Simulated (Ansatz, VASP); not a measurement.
## Two plane-wave programs on ScB2P3

```
CELL_PARAMETERS angstrom
6.39870 0.00000 0.00000
-3.19935 5.54144 0.00000
0.00000 0.00000 2.70979
ATOMIC_POSITIONS crystal
Sc 0.33333 0.66667 0.00000
B 0.66667 0.33333 0.50000
B 0.00000 0.00000 0.50000
P 0.83333 0.16667 0.50000
P 0.83333 0.66667 0.50000
P 0.33333 0.16667 0.50000
```

Alike in both runs: functional PBE; k mesh 4 × 4 × 4; occupations gaussian, width 0.2 eV; no spin polarisation.

Ansatz relaxed the structure, and its values are those at the end. VASP's run is a single point on that final structure, the one shown.

|  | VASP | Ansatz |
| --- | --- | --- |
| version | VASP 6.6.1 | Ansatz 0.2.0 |
| potentials or method | VASP PAW PBE potentials, release 64 (Sc_sv, B, P), cutoff 500 eV | scalar-relativistic, plane waves, PAW |
| valence electrons in the cell | 32 | 32 |

|  | VASP | Ansatz | Ansatz less VASP |
| --- | --- | --- | --- |
| gap on the k mesh at the Fermi level (eV) | none | none | - |
| pressure (GPa) | 0.1 | 0.2 | +0.11 |

A gap of «none» marks a metal or a gap that the smearing closes. The functional is the same, so the differences come from potentials, cutoffs and numerics.

The k mesh is coarse, so the values compare programs but aren't converged.
